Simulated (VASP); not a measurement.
Si: single point with PBE

The system is Si.

```xyz
4
Lattice="3.8513 0.0000 0.0000 -1.9256 3.3353 0.0000 0.1910 0.0000 6.3650" Properties=species:S:1:pos:R:3 pbc="T T T"
Si    0.0048    2.2237    0.4010
Si    2.0259    1.1116    3.5835
Si    0.0907    2.2237    2.7815
Si    2.1118    1.1116    5.9640
```

This cell differs from its parent crystal: shear of c along a, cell held: +3.0 %, then relaxed in part.

| Item | Value |
| --- | --- |
| Program | VASP 6.6.1 |
| Task | single point |
| Functional | PBE |
| Potentials or basis | VASP PAW PBE potentials, release 64 (Si) |
| Cutoff | 520 eV |
| k mesh | 12 × 12 × 6 |
| Occupations | gaussian, width 0.02 eV |
| Spin | no spin polarisation |
| Dipole correction | no |
| Further INCAR settings | ALGO = Normal; EDIFF = 1e-07; NBANDS = 16 |

```json
{
 "Pressure": "-0.1 GPa",
 "Band gap on the k mesh": "0.41 eV (least direct gap 0.96 eV)"
}
```

Stress tensor (GPa, compression positive):
```
-0.13  0.00 -1.47
 0.00 -0.06  0.00
-1.47  0.00 -0.08
```

Levels at points of the mesh, in eV from the valence-band top:
| k point | band 6 | band 7 | band 8 | band 9 | band 10 | band 11 |
| --- | --- | --- | --- | --- | --- | --- |
| (0.00, 0.00, 0.00) | -0.42 | -0.04 | 0.00 | 0.96 | 1.95 | 1.98 |
| (0.50, 0.00, 0.00) | -3.04 | -2.96 | -1.46 | 0.41 | 2.26 | 2.96 |
| (0.00, 0.50, 0.00) | -3.04 | -2.96 | -1.46 | 0.42 | 2.21 | 2.99 |
| (0.00, 0.00, 0.50) | -0.99 | -0.91 | -0.91 | 1.73 | 1.73 | 2.93 |
| (0.50, 0.00, 0.50) | -2.44 | -2.40 | -2.32 | 0.83 | 0.91 | 1.53 |
| (0.00, 0.50, 0.50) | -2.49 | -2.38 | -2.38 | 0.88 | 0.88 | 1.66 |

It took 7.6 min on 1 thread of Intel Xeon 8259CL, with other jobs on the host, peak memory 0.35 GiB.

Caveat: the cell differs from its parent crystal (shear of c along a, cell held: +3.0 %, then relaxed in part). A k mesh can miss the band edges.
